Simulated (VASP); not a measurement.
**MgO: G0W0 quasiparticle levels with PBE**

MgO:

```
Mg O
1.0
     0.00000    2.10550    2.10550
     2.10550    0.00000    2.10550
     2.10550    2.10550    0.00000
Mg O
1 1
Direct
  0.00000 0.00000 0.00000
  0.50000 0.50000 0.50000
```

```json
{
  "Program": "VASP 6.6.1",
  "Task": "G0W0 quasiparticle levels",
  "Functional": "PBE",
  "Potentials or basis": "VASP PAW PBE potentials, release 64 (Mg_GW, O_GW)",
  "Cutoff": "500 eV",
  "k mesh": "2 × 2 × 2",
  "Occupations": "gaussian, width 0.01 eV",
  "Spin": "no spin polarisation",
  "Dipole correction": "no",
  "GW scheme": "G0W0",
  "GW iterations": "1",
  "Cutoff of the response function": "100",
  "Frequency points": "48",
  "Empty bands": "30",
  "Further INCAR settings": "ALGO = EVGW0; EDIFF = 1e-08; NBANDS = 34"
}
```

* Band gap on the k mesh, mean-field level: 4.48 eV, direct
* Quasiparticle gap: 6.29 eV
* Least direct quasiparticle gap: 6.29 eV

Levels at points of the mesh, in eV from the valence-band top:
```
           k point  band 2  band 3  band 4  band 5  band 6  band 7
(0.00, 0.00, 0.00)    0.00    0.00    0.00    4.48   15.40   15.40
(0.50, 0.00, 0.00)   -4.82   -0.68   -0.68    7.58   12.51   15.83
(0.50, 0.50, 0.00)   -4.26   -1.42   -1.42    8.75    9.54   13.00
```

Wall time 6.8 s on 1 thread of Intel(R) Xeon(R) 6975P-C (Granite Rapids), on a shared host, peak memory 0.14 GiB.

Caveat: the k points lie up to 1.29 Å⁻¹ apart; bands, screening cutoff and mesh are small and nothing is extrapolated, so the quasiparticle values aren't converged.
